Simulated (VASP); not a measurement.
# Au (C2/c) in VASP: notebook

The runs below take Au through single point, with PBE.

Everything below comes from runs of VASP 6.6.1. Logs are shortened: lines on timing, memory, paths and dates and some standing lists are left out, and cuts for length are marked.

## Step 1: The cell of the first run

The typed cell holds 2 atoms: a = 4.820 Å, b = 4.820 Å, c = 2.885 Å, α = 90.01°, β = 90.01°, γ = 145.96°.

## Step 2: Single point, PBE (18.76 Å³/atom)

Contents of INCAR:

```
SYSTEM = Au
PREC = Accurate
ENCUT = 500
EDIFF = 1E-6
ISMEAR = -1
SIGMA = 0.1
LREAL = .False.
LASPH = .True.
NELM = 120
ALGO = Normal
ISIF = 2
LWAVE = .False.
LCHARG = .True.
GGA = PE
LELF = .True.
LVHAR = .True.
NBANDS = 18
GGA_COMPAT = .False.
```

Contents of KPOINTS:

```
regular mesh
0
Gamma
  13 13 12
  0 0 0
```

Contents of POSCAR:

```
Au
1.0
   -3.0488202417      3.4689950283      1.3790835479
    3.4689950283     -3.0488202417      1.3790835479
    1.9942950017      1.9942950017     -0.6095326566
Au
2
Direct
    0.0074437139      0.9925562861      0.0000000000
    0.7425562861      0.2574437139      0.5000000000
```

Potentials or basis: VASP PAW PBE potentials, release 64 (Au).

Command:

```
$ cat potpaw_PBE.64/Au/POTCAR > POTCAR
$ mpirun -np 1 vasp_std > vasp.out
```

OUTCAR:

```text
SYSTEM = Au
   PREC = Accurate
   ENCUT = 500
   EDIFF = 1E-6
   ISMEAR = -1
   LREAL = .False.
   LASPH = .True.
   NELM = 120
   ISIF = 2
   GGA = PE

 ion  position               nearest neighbor table
   1  0.007  0.993  0.000-   2 2.84   2 2.84   2 2.96   2 2.96   2 2.96   2 2.96
   2  0.743  0.257  0.500-   1 2.84   1 2.84   1 2.96   1 2.96   1 2.96   1 2.96

  LATTYP: Found a base centered monoclinic cell.
 ALAT       =     2.8214498810
 B/A-ratio  =     3.2669666805
 C/A-ratio  =     1.0226916120
 COS(beta)  =    -0.0006495298

  Lattice vectors:

 A1 = (  -3.0488202417,   3.4689950283,   1.3790835479)
 A2 = (   3.4689950283,  -3.0488202417,   1.3790835479)
 A3 = (   1.9942950017,   1.9942950017,  -0.6095326566)

Analysis of symmetry for initial positions (statically):
=====================================================================
 Subroutine PRICEL returns:
 Original cell was already a primitive cell.

 Routine SETGRP: Setting up the symmetry group for a
 base centered monoclinic supercell.

 Subroutine GETGRP returns: Found  4 space group operations
 (whereof  2 operations were pure point group operations)
 out of a pool of  4 trial point group operations.

The static configuration has the point symmetry C_2 .
 The point group associated with its full space group is C_2h.

Analysis of symmetry for dynamics (positions and initial velocities):
=====================================================================
 Subroutine PRICEL returns:
 Original cell was already a primitive cell.

 Routine SETGRP: Setting up the symmetry group for a
 base centered monoclinic supercell.

 Subroutine GETGRP returns: Found  4 space group operations
 (whereof  2 operations were pure point group operations)
 out of a pool of  4 trial point group operations.

The dynamic configuration has the point symmetry C_2 .
 The point group associated with its full space group is C_2h.

 Subroutine INISYM returns: Found  4 space group operations
 (whereof  2 operations are pure point group operations),
 and found     1 'primitive' translations

----------------------------------------------------------------------------------------

                                     Primitive cell

  volume of cell :      37.5212

  direct lattice vectors                    reciprocal lattice vectors
    -3.048820242  3.468995028  1.379083548    -0.023771754  0.129653890  0.346429699
     3.468995028 -3.048820242  1.379083548     0.129653890 -0.023771754  0.346429699
     1.994295002  1.994295002 -0.609532657     0.239561097  0.239561097 -0.072988713

  length of vectors
     4.819865434  4.819865434  2.885473127     0.370659903  0.370659903  0.346563689

  position of ions in fractional coordinates (direct lattice)
     0.007443714  0.992556286  1.000000000
     0.742556286  0.257443714  0.500000000

  ion indices of the primitive-cell ions
   primitive index   ion index
                 1           1
                 2           2

----------------------------------------------------------------------------------------

 KPOINTS: regular mesh

Automatic generation of k-mesh.
 Grid dimensions read from file:
 generate k-points for:   13   13   12

 Generating k-lattice:

  Cartesian coordinates                     Fractional coordinates (reciprocal lattice)
    -0.001828596  0.009973376  0.026648438     0.076923077  0.000000000  0.000000000
     0.009973376 -0.001828596  0.026648438     0.000000000  0.076923077  0.000000000
     0.019963425  0.019963425 -0.006082393     0.000000000  0.000000000  0.083333333

  Length of vectors
     0.028512300  0.028512300  0.028880307

  Shift w.r.t. Gamma in fractional coordinates (k-lattice)
     0.000000000  0.000000000  0.000000000

 Subroutine IBZKPT returns following result:
 ===========================================

 Found    553 irreducible k-points:

 Following reciprocal coordinates:
            Coordinates               Weight
  0.000000  0.000000  0.000000      1.000000
  0.076923 -0.000000  0.000000      4.000000
  0.153846 -0.000000  0.000000      4.000000
  0.230769 -0.000000  0.000000      4.000000
  0.307692 -0.000000  0.000000      4.000000
  0.384615  0.000000 -0.000000      4.000000
[... 16 lines left out ...]
  0.384615  0.153846 -0.000000      4.000000
  0.461538  0.153846  0.000000      4.000000
 [... further k-points ...]
   k-points           NKPTS =    553   k-points in BZ     NKDIM =    553   number of bands    NBANDS=     18
   number of dos      NEDOS =    301   number of ions     NIONS =      2
   total plane-waves  NPLWV =  31104
   dimension x,y,z NGX =    36 NGY =   36 NGZ =   24
   dimension x,y,z NGXF=    72 NGYF=   72 NGZF=   48
   ions per type =               2
   NGX,Y,Z   is equivalent  to a cutoff of  12.42, 12.42, 13.83 a.u.
   NGXF,Y,Z  is equivalent  to a cutoff of  24.83, 24.83, 27.66 a.u.
 SYSTEM =  Au
   PREC   = accura    normal or accurate (medium, high low for compatibility)
   ISTART =      0    job   : 0-new  1-cont  2-samecut
   ICHARG =      2    charge: 1-file 2-atom 10-const
   ISPIN  =      1    spin polarized calculation?
   LNONCOLLINEAR =      F non collinear calculations
   LSORBIT =      F    spin-orbit coupling
   LASPH  =      T    aspherical Exc in radial PAW
   ENCUT  =  500.0 eV  36.75 Ry    6.06 a.u.   8.79  8.79  5.26*2*pi/ulx,y,z
   NELM   =    120;   NELMIN=  2; NELMDL= -5     # of ELM steps
   EDIFF  = 0.1E-05   stopping-criterion for ELM
   LREAL  =      F    real-space projection
   EDIFFG = 0.1E-04   stopping-criterion for IOM
   NSW    =      0    number of steps for IOM
   IBRION =     -1    ionic relax: 0-MD 1-quasi-New 2-CG
   NFREE  =      0    steps in history (QN), initial steepest desc. (CG)
   ISIF   =      2    stress and relaxation
   ISYM   =      2    0-nonsym 1-usesym 2-fastsym
   POTIM  = 0.5000    time-step for ionic-motion
   TEBEG  =    0.0;   TEEND  =   0.0 temperature during run
   PSTRESS=    0.0 pullay stress
   NELECT =      22.0000    total number of electrons
   NUPDOWN=      -1.0000    fix difference up-down
   EMIN   =  10.00;   EMAX   =-10.00  energy-range for DOS
   EFERMI =   0.00;   METHOD = LEGACY
   ISMEAR =    -1;   SIGMA  =   0.10  broadening in eV -4-tet -1-fermi 0-gaus
   EFERMI_NEDOS =   21; number of points for ismear=-14 and -15
   IALGO  =     38    algorithm
   IMIX   =      4    mixing-type and parameters
     AMIX     =   0.40;   BMIX     =  1.00
     AMIX_MAG =   1.60;   BMIX_MAG =  1.00
  volume/ion in A,a.u.               =      18.76       126.60
  Fermi-wavevector in a.u.,A,eV,Ry     =   1.370220  2.589340 25.544975  1.877503
  Thomas-Fermi vector in A             =   2.496026
   LORBIT       =      0    0 simple, 1 ext, 2 COOP (PROOUT), +10 PAW based schemes
   GGA     = PE    functional components
   LHFCALC =     F    Hartree Fock is set to
   AEXX    =    0.0000 exact exchange contribution
   IVDW    =     0    specifies the selected vdW correction
   LEPSILON=     F    determine dielectric tensor
   LRPA    =     F    only Hartree local field effects (RPA)
 non-spin polarized calculation
  energy-cutoff  :      500.00
  volume of cell :       37.52
 maximum number of plane-waves:       975
   NGX = 17   NGY = 17   NGZ = 11

 number of electron      22.0000000 magnetization

 Free energy of the ion-electron system (eV)
  ---------------------------------------------------
  ext. energy  EPLUGINS =         0.00000000
  ---------------------------------------------------
  free energy    TOTEN  =        -6.34512148 eV

  energy without entropy =       -6.32659563  energy(sigma->0) =       -6.33585856

 E-fermi :   7.9037     XC(G=0): -12.0998

 val. band max:        7.8936441549   @ k =  -0.4615   0.3846   0.5000
 cond. band min:       7.9052162463   @ k =   0.3846   0.1538   0.0833
 fundamental gap:      0.0115720914
 Fermi energy:         7.9036744110

 k-point     1 :       0.0000    0.0000    0.0000
  band No.  band energies     occupation
      1      -0.9766      2.00000
      2       1.4776      2.00000
      3       2.0721      2.00000
      4       2.6033      2.00000
      5       3.6356      2.00000
      6       4.1508      2.00000
[... 10 lines left out ...]
     17      23.5412      0.00000
     18      25.1045      0.00000

 k-point     2 :       0.0769   -0.0000    0.0000
  band No.  band energies     occupation
      1      -0.8302      2.00000
      2       1.5375      2.00000
      3       2.1969      2.00000
      4       2.7064      2.00000
      5       3.6650      2.00000
      6       4.1484      2.00000
[... 10 lines left out ...]
     17      23.5022      0.00000
     18      25.9941      0.00000

 k-point     3 :       0.1538   -0.0000    0.0000
  band No.  band energies     occupation
      1      -0.4157      2.00000
      2       1.6827      2.00000
      3       2.5540      2.00000
      4       3.0181      2.00000
      5       3.7459      2.00000
      6       4.1459      2.00000
[... 10 lines left out ...]
     17      23.8446      0.00000
     18      25.8686      0.00000

 k-point     4 :       0.2308   -0.0000    0.0000
  band No.  band energies     occupation
      1       0.1825      2.00000
      2       1.8604      2.00000
      3       3.0456      2.00000
      4       3.3106      2.00000
      5       3.7855      2.00000
      6       3.8552      2.00000
[... 10 lines left out ...]
     17      24.1949      0.00000
     18      25.1817      0.00000

 k-point     5 :       0.3077   -0.0000    0.0000
  band No.  band energies     occupation
      1       0.8054      2.00000
      2       2.0068      2.00000
      3       2.9503      2.00000
      4       3.6002      2.00000
      5       3.8543      2.00000
      6       3.9538      2.00000
[... 10 lines left out ...]
     17      24.0280      0.00000
     18      24.6085      0.00000

 k-point     6 :       0.3846    0.0000   -0.0000
  band No.  band energies     occupation
      1       1.2703      2.00000
      2       2.0051      2.00000
      3       2.7628      2.00000
      4       3.7131      2.00000
      5       4.0077      2.00000
      6       4.2375      2.00000
[... 10 lines left out ...]
     17      23.8560      0.00000
     18      24.2513      0.00000

 k-point     7 :       0.4615    0.0000    0.0000
  band No.  band energies     occupation
      1       1.5121      2.00000
      2       1.8894      2.00000
      3       2.7750      2.00000
      4       3.6638      2.00000
      5       4.0299      2.00000
      6       4.2069      2.00000
[... 10 lines left out ...]
     17      23.6942      0.00000
     18      24.3704      0.00000

 k-point     8 :       0.0769    0.0769    0.0000
  band No.  band energies     occupation
      1      -0.4663      2.00000
      2       1.6691      2.00000
      3       2.5998      2.00000
      4       2.9733      2.00000
      5       3.7171      2.00000
      6       4.1645      2.00000
[... 10 lines left out ...]
     17      23.8053      0.00000
     18      25.9362      0.00000
[... 229 lines left out ...]
     17      24.1318      0.00000
     18      25.0649      0.00000

 k-point    20 :       0.1538    0.1538    0.0000
  band No.  band energies     occupation
      1       0.6656      2.00000
      2       2.0114      2.00000
      3       3.1572      2.00000
      4       3.3463      2.00000
      5       3.8688      2.00000
      6       3.9183      2.00000
[... 10 lines left out ...]
     17      23.9075      0.00000
     18      25.6105      0.00000

 k-point    21 :       0.2308    0.1538    0.0000
  band No.  band energies     occupation
      1       1.1203      2.00000
      2       2.1386      2.00000
      3       2.9502      2.00000
      4       3.3511      2.00000
      5       3.9021      2.00000
      6       3.9256      2.00000
[... 10 lines left out ...]
     17      23.4575      0.00000
     18      25.1397      0.00000

 k-point    22 :       0.3077    0.1538    0.0000
  band No.  band energies     occupation
      1       1.3543      2.00000
      2       2.1359      2.00000
      3       2.8979      2.00000
      4       3.4716      2.00000
      5       3.9105      2.00000
      6       3.9166      2.00000
[... 10 lines left out ...]
     17      24.2612      0.00000
     18      24.6573      0.00000

 k-point    23 :       0.3846    0.1538   -0.0000
  band No.  band energies     occupation
      1       1.4618      2.00000
      2       2.0146      2.00000
      3       2.9195      2.00000
      4       3.5595      2.00000
      5       3.9709      2.00000
      6       4.0215      2.00000
[... 10 lines left out ...]
     17      23.4958      0.00000
     18      24.6937      0.00000

 k-point    24 :       0.4615    0.1538    0.0000
  band No.  band energies     occupation
      1       1.4659      2.00000
      2       1.9051      2.00000
      3       2.9087      2.00000
      4       3.5845      2.00000
      5       4.0817      2.00000
      6       4.1002      2.00000
[... 10 lines left out ...]
     17      23.8572      0.00000
     18      24.5046      0.00000

 [... further k-points ...]

------------------------ aborting loop because EDIFF is reached ----------------------------------------

  FORCE on cell =-STRESS in cart. coord.  units (eV):
  Direction    XX          YY          ZZ          XY          YZ          ZX
  --------------------------------------------------------------------------------------
  -------------------------------------------------------------------------------------
  Total       -0.1273677     -0.1273677      0.0402801     -0.1930557      0.0580989      0.0580989
  in kB       -5.4386824     -5.4386824      1.7199857     -8.2435985      2.4808589      2.4808581
  external PRESSURE =      -3.0524597 kB  Pullay stress =       0.0000000 kB

 VOLUME and BASIS-vectors are now :
 -----------------------------------------------------------------------------
  energy-cutoff  :      500.00
  volume of cell :       37.52
      direct lattice vectors                 reciprocal lattice vectors
    -3.048820242  3.468995028  1.379083548    -0.023771754  0.129653890  0.346429699
     3.468995028 -3.048820242  1.379083548     0.129653890 -0.023771754  0.346429699
     1.994295002  1.994295002 -0.609532657     0.239561097  0.239561097 -0.072988713

 POSITION                                       TOTAL-FORCE (eV/Angst)
 -----------------------------------------------------------------------------------
      3.42048     -3.00030      1.37908         0.001372     -0.001372      0.000000
     -0.37370      2.78817      1.07432        -0.001372      0.001372     -0.000000
 -----------------------------------------------------------------------------------
    total drift:                                0.000000      0.000000     -0.000000

  FREE ENERGIE OF THE ION-ELECTRON SYSTEM (eV)
  ---------------------------------------------------
  free  energy   TOTEN  =        -6.3451214825 eV

  energy  without entropy=       -6.3265956346  energy(sigma->0) =       -6.33585856
```

It took 7.6 min on 1 thread of Oxide Virtual Turin-like, shared host; peak memory 0.38 GiB.

Results:

| Property | Result |
| --- | --- |
| Free energy | -6.3451 eV |
| Pressure | -0.3 GPa |
| Band gap on the k mesh | zero (bands 11 and 12 overlap by 5.41 eV) |

Stress tensor (GPa, compression positive):
```
-0.54 -0.82  0.25
-0.82 -0.54  0.25
 0.25  0.25  0.17
```

Levels at points of the mesh, in eV from the Fermi level:
```csv
k point,band 7,band 8,band 9,band 10,band 11,band 12,band 13,band 14,band 15,band 16
"(0.00, 0.00, 0.00)",-3.06,-2.60,-2.25,-2.03,-1.49,0.23,3.56,10.95,14.86,15.43
"(0.00, 0.00, 0.50)",-3.71,-3.71,-2.03,-2.03,0.10,0.10,6.37,6.37,8.80,8.80
```

Caveat: spin-orbit coupling is left out, which moves the levels of the heavy elements.

## Step 3: Single point, PBE (19.51 Å³/atom)

This run uses another cell than the first one, of 19.51 Å³/atom.

Contents of INCAR:

```
PREC = Accurate ; ENCUT = 500
EDIFF = 1E-6 ; ISMEAR = -1
SIGMA = 0.1 ; LREAL = False
LASPH = True ; NELM = 120
ALGO = Normal ; ISIF = 2
LWAVE = False ; LCHARG = True
GGA = PE ; LELF = True
LVHAR = True ; NBANDS = 18
GGA_COMPAT = False
```

Contents of KPOINTS:

```
Automatic mesh
0
Gamma
  13 13 12
```

Contents of POSCAR:

```
Au
1.0
   -3.0889408984      3.5146449347      1.3972314652
    3.5146449347     -3.0889408984      1.3972314652
    2.0205387349      2.0205387349     -0.6175537429
Au
2
Direct
    0.0074437139      0.9925562861      0.0000000000
    0.7425562861      0.2574437139      0.5000000000
```

Potentials or basis: VASP PAW PBE potentials, release 64 (Au).

Command:

```
$ cat potpaw_PBE.64/Au/POTCAR > POTCAR
$ mpirun -np 1 vasp_std > vasp.out
```

Wall time 8.1 min (1 thread of Oxide Virtual Turin-like, shared host); peak memory 0.39 GiB.

It converged, with:

```yaml
Free_energy: -6.3216 eV
Pressure: -4.7 GPa
Largest_force: 0.022 eV/Å
Band_gap_on_the_k_mesh: zero (bands 11 and 12 overlap by 5.35 eV)
```

Forces in eV/Å, atoms in the order of the input:
```
Au  -0.016  0.016  0.000
Au   0.016 -0.016  0.000
```

Stress tensor (GPa, compression positive):
```
-5.06 -0.66  0.27
-0.66 -5.06  0.27
 0.27  0.27 -4.05
```

Levels at points of the mesh, in eV from the Fermi level:
```tsv
k point	band 9	band 10	band 11	band 12	band 13	band 14
(0.00, 0.00, 0.00)	-2.21	-2.01	-1.50	0.37	3.34	10.80
(0.00, 0.00, 0.50)	-2.00	-2.00	0.05	0.05	6.22	6.22
```

Caveat: the cell stands under tension; spin-orbit coupling is left out, which moves the levels of the heavy elements.

## Step 4: Single point, PBE (21.01 Å³/atom)

This run uses another cell than the first one, of 21.01 Å³/atom.

Contents of INCAR:

```
SYSTEM = Au
PREC     = Accurate       ! precision mode
ENCUT    = 500            ! plane-wave cutoff, eV
EDIFF    = 1E-6           ! SCF threshold, eV
ISMEAR   = -1             ! smearing method
SIGMA    = 0.1            ! smearing width, eV
LREAL    = .False.        ! projectors in reciprocal space
LASPH    = .True.         ! aspherical terms in the spheres
NELM     = 120            ! most SCF steps
ALGO     = Normal         ! electronic algorithm
ISIF     = 2              ! what is computed and relaxed
LWAVE    = .False.        ! write WAVECAR
LCHARG   = .False.        ! write CHGCAR
GGA      = PE             ! functional
NBANDS   = 18             ! bands
GGA_COMPAT= .False.
```

Contents of KPOINTS:

```
Automatic mesh
0
Gamma
  13 13 12
  0 0 0
```

Contents of POSCAR:

```
Au
1.0
   -3.1661962245      3.6025472448      1.4321766377
    3.6025472448     -3.1661962245      1.4321766377
    2.0710730067      2.0710730067     -0.6329989448
Au
2
Direct
    0.0074437139      0.9925562861      0.0000000000
    0.7425562861      0.2574437139      0.5000000000
```

Command:

```
$ cat potpaw_PBE.64/Au/POTCAR > POTCAR
$ mpirun -np 1 vasp_std > vasp.out
```

Run time: 9 min. Hardware: 1 thread of Oxide Virtual Turin-like, shared host; peak memory 0.41 GiB.

Results (log left out):

* Free energy: -6.1755 eV
* Pressure: -10.5 GPa
* Largest force: 0.055 eV/Å
* Band gap on the k mesh: zero (bands 11 and 12 overlap by 5.31 eV)

Forces in eV/Å, atoms in the order of the input:
```
Au  -0.039  0.039  0.000
Au   0.039 -0.039  0.000
```

Stress tensor (GPa, compression positive):
```
-10.96  -0.37   0.28
 -0.37 -10.96   0.28
  0.28   0.28  -9.59
```

Levels at points of the mesh, in eV from the Fermi level:
| k point | band 8 | band 9 | band 10 | band 11 | band 12 | band 13 | band 14 | band 15 |
| --- | --- | --- | --- | --- | --- | --- | --- | --- |
| (0.00, 0.00, 0.00) | -2.41 | -2.14 | -1.96 | -1.51 | 0.60 | 2.95 | 10.51 | 14.00 |
| (0.00, 0.00, 0.50) | -3.32 | -1.96 | -1.96 | -0.03 | -0.03 | 5.94 | 5.94 | 8.21 |

Caveat: the cell stands under tension; spin-orbit coupling is left out, which moves the levels of the heavy elements.

## Step 5: The runs side by side

| cell | gap on the mesh (eV) | pressure (GPa) | largest force (eV/Å) |
| --- | --- | --- | --- |
| a = 4.820, b = 4.820, c = 2.885 Å, angles 90.0, 90.0, 146.0°, 2 atoms | none | -0.3 | - |
| a = 4.883, b = 4.883, c = 2.923 Å, angles 90.0, 90.0, 146.0°, 2 atoms | none | -4.7 | 0.02 |
| a = 5.005, b = 5.005, c = 2.997 Å, angles 90.0, 90.0, 146.0°, 2 atoms | none | -10.5 | 0.06 |

Alike in all rows: task single point; level PBE; potentials or basis VASP PAW PBE potentials, release 64 (Au); no spin polarisation; k mesh 13 × 13 × 12; cutoff (eV) 500; smearing fermi-dirac 0.1 eV.

Caveats: spin-orbit coupling is left out, which moves the levels of the heavy elements; the cell stands under tension (at least some runs).

Total energies depend on the potentials used, so only differences within one code and one set of settings carry meaning.

The gap in the log of VASP goes by the Fermi energy; the results here count the filled bands.